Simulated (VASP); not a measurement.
The system is BiB (rocksalt type).

```
B Bi
1.0
     0.00000    2.63808    2.63808
     2.63808    0.00000    2.63808
     2.63808    2.63808    0.00000
B Bi
1 1
Direct
  0.00000 0.00000 0.00000
  0.50000 0.50000 0.50000
```

Base run:

- Program: VASP 6.6.1
- Functional: PBEsol
- Potentials or basis: VASP PAW PBE potentials, release 64 (B, Bi_d)
- Cutoff: 520 eV
- k mesh: 12 × 12 × 12
- Occupations: fermi-dirac, width 0.05 eV
- Spin: no spin polarisation

Its results: band gap on the k mesh zero (band 9 reaches 9.15 eV, above the bottom of band 10 at 5.10 eV); pressure -3.3 GPa.

**Question.** The run is repeated on the same cell with these changes: functional from PBEsol to PBE. What comes out?

**Answer.** Band gap on the k mesh zero (band 9 reaches 9.24 eV, above the bottom of band 10 at 5.24 eV); pressure 0.0 GPa.

PBE binds less tightly than PBEsol, so the same cell stands under more pressure.

Caveats: spin-orbit coupling is left out, which moves the levels of the heavy elements; the PAW data sets were made with another functional, which shifts forces and pressure a little (some runs).
